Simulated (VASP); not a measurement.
Wanted: the native input for a VASP 6.6.1 run.

```yaml
Task: single point
Functional: PBEsol
Potentials_or_basis: VASP PAW PBE potentials, release 64 (K_sv)
Cutoff: 520 eV
k_mesh: 10 × 10 × 10
Occupations: gaussian, width 0.1 eV
Spin: no spin polarisation
Dipole_correction: no
Further_INCAR_settings: ALGO = Normal; EDIFF = 1e-06; NBANDS = 10
```

The structure of K lies in POSCAR:

```
K
1.0
    4.3068618252      0.0000000000      0.0000000000
    0.0000000000      4.3068618252      0.0000000000
    0.0000000000      0.0000000000      4.3068618252
K
1
Direct
    0.0000000000      0.0000000000      0.0000000000
```

This cell differs from its parent crystal: strained.

One way to write it, as run:

INCAR

```
SYSTEM = K
PREC = Accurate
ENCUT = 520
EDIFF = 1E-6
ISMEAR = 0
SIGMA = 0.1
LREAL = .False.
LASPH = .True.
NELM = 60
ALGO = Normal
ISIF = 2
LWAVE = .False.
LCHARG = .False.
GGA = PS
NBANDS = 10
```

KPOINTS

```
regular mesh
0
Gamma
  10 10 10
  0 0 0
```

Potentials or basis: VASP PAW PBE potentials, release 64 (K_sv).

Run with:

```console
$ cat potpaw_PBE.64/K_sv/POTCAR > POTCAR
$ mpirun -np 1 vasp_std > vasp.out
```

Results of the run:

```yaml
Pressure: -0.1 GPa
```

Caveat: the cell differs from its parent crystal (strained); the PAW data sets were made with another functional, which shifts forces and pressure a little.

Run time: 17 s on 1 thread of AMD EPYC 7R43 64-Core Processor (Zen 3) (shared host), peak memory 0.16 GiB.
